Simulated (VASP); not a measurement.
# Au3Cl (Pm-3m) in VASP: a series of runs

Au3Cl is run at these levels: PBE; tasks: single point, relaxation of cell and atoms.

All numbers are computed with VASP 6.6.1; they aren't measurements. Logs are shortened: lines on timing, memory, paths and dates and some standing lists are left out, and cuts for length are marked.

**1. The cell of the first run**

It takes space group Pm-3m (No. 221, cubic). Conventional cell: a = 4.227 Å, b = 4.227 Å, c = 4.227 Å, α = 90.00°, β = 90.00°, γ = 90.00°. Au (site symmetry 4/mmm) has 8 Au at 2.99 Å and 4 Cl at 2.99 Å within 3.9 Å. Cl (site symmetry m-3m) has 12 Au at 2.99 Å within 3.9 Å.

**2. Single point, PBE**

File INCAR:

```
ALGO = Normal ; EDIFF = 1E-6
ENCUT = 520 ; GGA = PE
ISIF = 2 ; ISMEAR = 0
LASPH = True ; LCHARG = True
LELF = True ; LREAL = False
LVHAR = True ; LWAVE = False
NBANDS = 28 ; NELM = 80
PREC = Accurate ; SIGMA = 0.1
```

File KPOINTS:

```
k-points
0
Gamma
  12 12 12
```

File POSCAR:

```
Au3Cl
1.0
    4.2270876056      0.0000000000      0.0000000000
    0.0000000000      4.2270876056      0.0000000000
    0.0000000000      0.0000000000      4.2270876056
Au Cl
3 1
Direct
    0.0000000000      0.5000000000      0.5000000000
    0.5000000000      0.0000000000      0.5000000000
    0.5000000000      0.5000000000      0.0000000000
    0.0000000000      0.0000000000      0.0000000000
```

Potentials or basis: VASP PAW PBE potentials, release 64 (Au, Cl).

Launch:

```bash
$ cat potpaw_PBE.64/Au/POTCAR potpaw_PBE.64/Cl/POTCAR > POTCAR
$ mpirun -np 1 vasp_std > vasp.out
```

OUTCAR:

```text
EDIFF = 1E-6
   ENCUT = 520
   GGA = PE
   ISIF = 2
   ISMEAR = 0
   LASPH = True
   LREAL = False
   NELM = 80
   PREC = Accurate

 ion  position               nearest neighbor table
   1  0.000  0.500  0.500-   2 2.99   3 2.99   4 2.99   3 2.99   4 2.99   2 2.99   4 2.99   4 2.99
                             2 2.99   3 2.99   3 2.99   2 2.99
   2  0.500  0.000  0.500-   1 2.99   3 2.99   4 2.99   3 2.99   4 2.99   1 2.99   3 2.99   3 2.99
                             1 2.99   4 2.99   4 2.99   1 2.99
   3  0.500  0.500  0.000-   1 2.99   2 2.99   4 2.99   1 2.99   2 2.99   2 2.99   4 2.99   2 2.99
                             1 2.99   4 2.99   1 2.99   4 2.99
   4  0.000  0.000  0.000-   1 2.99   2 2.99   3 2.99   1 2.99   2 2.99   1 2.99   3 2.99   1 2.99
                             2 2.99   3 2.99   2 2.99   3 2.99

  LATTYP: Found a simple cubic cell.
 ALAT       =     4.2270876056

  Lattice vectors:

 A1 = (   4.2270876056,   0.0000000000,   0.0000000000)
 A2 = (   0.0000000000,   4.2270876056,   0.0000000000)
 A3 = (   0.0000000000,   0.0000000000,   4.2270876056)

Analysis of symmetry for initial positions (statically):
=====================================================================
 Subroutine PRICEL returns:
 Original cell was already a primitive cell.

 Routine SETGRP: Setting up the symmetry group for a
 simple cubic supercell.

 Subroutine GETGRP returns: Found 48 space group operations
 (whereof 48 operations were pure point group operations)
 out of a pool of 48 trial point group operations.

The static configuration has the point symmetry O_h .

Analysis of symmetry for dynamics (positions and initial velocities):
=====================================================================
 Subroutine PRICEL returns:
 Original cell was already a primitive cell.

 Routine SETGRP: Setting up the symmetry group for a
 simple cubic supercell.

 Subroutine GETGRP returns: Found 48 space group operations
 (whereof 48 operations were pure point group operations)
 out of a pool of 48 trial point group operations.

The dynamic configuration has the point symmetry O_h .

 Subroutine INISYM returns: Found 48 space group operations
 (whereof 48 operations are pure point group operations),
 and found     1 'primitive' translations

----------------------------------------------------------------------------------------
[... 96 lines left out ...]
   NELM   =     80;   NELMIN=  2; NELMDL= -5     # of ELM steps
   EDIFF  = 0.1E-05   stopping-criterion for ELM
   LREAL  =      F    real-space projection
   EDIFFG = 0.1E-04   stopping-criterion for IOM
   NSW    =      0    number of steps for IOM
   IBRION =     -1    ionic relax: 0-MD 1-quasi-New 2-CG
   NFREE  =      0    steps in history (QN), initial steepest desc. (CG)
   ISIF   =      2    stress and relaxation
   ISYM   =      2    0-nonsym 1-usesym 2-fastsym
   POTIM  = 0.5000    time-step for ionic-motion
   TEBEG  =    0.0;   TEEND  =   0.0 temperature during run
   PSTRESS=    0.0 pullay stress
   NELECT =      40.0000    total number of electrons
   NUPDOWN=      -1.0000    fix difference up-down
   EMIN   =  10.00;   EMAX   =-10.00  energy-range for DOS
   EFERMI =   0.00;   METHOD = LEGACY
   ISMEAR =     0;   SIGMA  =   0.10  broadening in eV -4-tet -1-fermi 0-gaus
   EFERMI_NEDOS =   21; number of points for ismear=-14 and -15
   IALGO  =     38    algorithm
   IMIX   =      4    mixing-type and parameters
     AMIX     =   0.40;   BMIX     =  1.00
     AMIX_MAG =   1.60;   BMIX_MAG =  1.00
  volume/ion in A,a.u.               =      18.88       127.43
  Fermi-wavevector in a.u.,A,eV,Ry     =   1.324505  2.502951 23.868882  1.754313
  Thomas-Fermi vector in A             =   2.454035
   LORBIT       =      0    0 simple, 1 ext, 2 COOP (PROOUT), +10 PAW based schemes
   GGA     = PE    functional components
   LHFCALC =     F    Hartree Fock is set to
   AEXX    =    0.0000 exact exchange contribution
   IVDW    =     0    specifies the selected vdW correction
   LEPSILON=     F    determine dielectric tensor
   LRPA    =     F    only Hartree local field effects (RPA)
 non-spin polarized calculation
 Gauss-broadening in eV      SIGMA  =   0.10
  energy-cutoff  :      520.00
  volume of cell :       75.53
 maximum number of plane-waves:      2054
 NGX is ok and might be reduce to    32
   NGX = 15   NGY = 15   NGZ = 15

 number of electron      40.0000004 magnetization

 Free energy of the ion-electron system (eV)
  ---------------------------------------------------
  ext. energy  EPLUGINS =         0.00000000
  ---------------------------------------------------
  free energy    TOTEN  =       -10.28647167 eV

  energy without entropy =      -10.28258564  energy(sigma->0) =      -10.28452866

 E-fermi :   6.7084     XC(G=0): -11.6061

 val. band max:        6.7016682309   @ k =   0.5000   0.5000   0.5000
 cond. band min:       6.7181284490   @ k =   0.2500   0.2500   0.2500
 fundamental gap:      0.0164602181
 Fermi energy:         6.7084255450

 k-point     1 :       0.0000    0.0000    0.0000
  band No.  band energies     occupation
      1      -8.9866      2.00000
      2       0.0689      2.00000
      3       1.9345      2.00000
      4       1.9345      2.00000
      5       1.9345      2.00000
      6       2.1641      2.00000
[... 733 lines left out ...]
     27      16.7850      0.00000
     28      17.3311      0.00000

 [... further k-points ...]

------------------------ aborting loop because EDIFF is reached ----------------------------------------

  FORCE on cell =-STRESS in cart. coord.  units (eV):
  Direction    XX          YY          ZZ          XY          YZ          ZX
  --------------------------------------------------------------------------------------
  -------------------------------------------------------------------------------------
  Total       -0.0991116     -0.0991116     -0.0991116     -0.0000000      0.0000000     -0.0000000
  in kB       -2.1023796     -2.1023796     -2.1023796     -0.0000000      0.0000000     -0.0000000
  external PRESSURE =      -2.1023796 kB  Pullay stress =       0.0000000 kB

 VOLUME and BASIS-vectors are now :
 -----------------------------------------------------------------------------
  energy-cutoff  :      520.00
  volume of cell :       75.53
      direct lattice vectors                 reciprocal lattice vectors
     4.227087606  0.000000000  0.000000000     0.236569500  0.000000000  0.000000000
     0.000000000  4.227087606  0.000000000     0.000000000  0.236569500  0.000000000
     0.000000000  0.000000000  4.227087606     0.000000000  0.000000000  0.236569500

 POSITION                                       TOTAL-FORCE (eV/Angst)
 -----------------------------------------------------------------------------------
      0.00000      2.11354      2.11354         0.000000      0.000000      0.000000
      2.11354      0.00000      2.11354         0.000000      0.000000      0.000000
      2.11354      2.11354      0.00000         0.000000      0.000000      0.000000
      0.00000      0.00000      0.00000         0.000000      0.000000      0.000000
 -----------------------------------------------------------------------------------
    total drift:                                0.000000     -0.000000     -0.000000

  FREE ENERGIE OF THE ION-ELECTRON SYSTEM (eV)
  ---------------------------------------------------
  free  energy   TOTEN  =       -10.2864716656 eV

  energy  without entropy=      -10.2825856446  energy(sigma->0) =      -10.28452866
```

stdout:

```text
POSCAR found type information on POSCAR AuCl
 POSCAR found :  2 types and       4 ions
 scaLAPACK will be used
 LDA part: xc-table for (Slater+PW92), standard interpolation
 POSCAR, INCAR and KPOINTS ok, starting setup
 FFT: planning ... GRIDC
 FFT: planning ... GRID_SOFT
 FFT: planning ... GRID
 WAVECAR not read
 entering main loop
```

Wall time 71 s (1 thread of AMD EPYC 9R45 (Zen 5), shared host); peak memory 0.24 GiB.

What came out:

```
Free energy            : -10.2865 eV
Pressure               : -0.2 GPa
Band gap on the k mesh : zero (bands 20 and 21 overlap by 0.10 eV)
```

Caveat: spin-orbit coupling is left out, which moves the levels of the heavy elements.

**3. Relaxation of cell and atoms, PBE**

This run uses another cell than the first one, of 19.83 Å³/atom.

File INCAR:

```
  PREC = Accurate
  ENCUT = 600
  EDIFF = 1E-7
  ISMEAR = 0
  SIGMA = 0.1
  LREAL = False
  LASPH = True
  NELM = 100
  ALGO = Normal
  ISIF = 3
  LWAVE = False
  LCHARG = False
  GGA = PE
  IBRION = 2
  NSW = 100
  EDIFFG = -0.01
```

File KPOINTS:

```
regular mesh
0
Gamma
  12 12 12
```

File POSCAR:

```
Au3Cl
1.0
    4.2963819857      0.0000000000      0.0000000000
    0.0000000000      4.2963819857      0.0000000000
    0.0000000000      0.0000000000      4.2963819857
Au Cl
3 1
Direct
    0.0000000000      0.5000000000      0.5000000000
    0.5000000000      0.0000000000      0.5000000000
    0.5000000000      0.5000000000      0.0000000000
    0.0000000000      0.0000000000      0.0000000000
```

Potentials or basis: VASP PAW PBE potentials, release 64 (Au, Cl).

Launch:

```bash
$ cat potpaw_PBE.64/Au/POTCAR potpaw_PBE.64/Cl/POTCAR > POTCAR
$ mpirun -np 1 vasp_std > vasp.out
```

Run time: 4 min. Hardware: 1 thread of AMD EPYC 9R45 (Zen 5), shared host; peak memory 0.3 GiB.

It converged, with:

```yaml
Free_energy: -10.2868 eV
Relaxed_volume: 18.86 Å³/atom
Relaxed_cell: a = 4.225 Å, b = 4.225 Å, c = 4.225 Å, α = 90.00°, β = 90.00°, γ = 90.00°
Space_group_after_relaxing_to_0.1_Å: Pm-3m (No. 221)
Energy_gained_by_relaxing: 12.7 meV/atom
Ionic_steps: 3
Pressure_after_relaxing: 0.0 GPa
Band_gap_on_the_k_mesh: zero (bands 20 and 21 overlap by 0.10 eV)
```

Step by step:
| step | energy change (eV) | largest force (eV/Å) | pressure (GPa) | volume (Å³) |
| --- | --- | --- | --- | --- |
| 1 | 0.0000 | 0.0000 | -3.98 | 79.31 |
| 2 | -0.0401 | 0.0000 | 2.15 | 73.79 |
| 3 | -0.0508 | 0.0000 | -0.01 | 75.44 |

Final structure:
```cif
data_structure
_symmetry_space_group_name_H-M 'P 1'
_symmetry_Int_Tables_number 1
_cell_length_a 4.2253
_cell_length_b 4.2253
_cell_length_c 4.2253
_cell_angle_alpha 90.000
_cell_angle_beta 90.000
_cell_angle_gamma 90.000
_cell_volume 75.44
loop_
_atom_site_label
_atom_site_type_symbol
_atom_site_fract_x
_atom_site_fract_y
_atom_site_fract_z
_atom_site_occupancy
Au1 Au 0.00000 0.50000 0.50000 1
Au2 Au 0.50000 0.00000 0.50000 1
Au3 Au 0.50000 0.50000 0.00000 1
Cl1 Cl 0.00000 0.00000 0.00000 1
```

Levels at points of the mesh, in eV from the Fermi level:
```
           k point  band 17  band 18  band 19  band 20  band 21  band 22  band 23  band 24
(0.00, 0.00, 0.00)    -1.31    -1.07    -1.07    -1.07     4.58     4.58     4.73     4.73
(0.50, 0.00, 0.00)    -1.85    -1.19    -1.19    -1.06     0.59     4.93     5.03     5.03
(0.50, 0.50, 0.00)    -2.16    -1.23    -1.23    -0.65     2.22     2.22     2.47     7.35
(0.50, 0.50, 0.50)    -1.31    -1.31    -1.31    -0.01     2.18     2.18     2.18     5.67
```

Caveat: spin-orbit coupling is left out, which moves the levels of the heavy elements.

The gap in the log of VASP goes by the Fermi energy; the results here count the filled bands.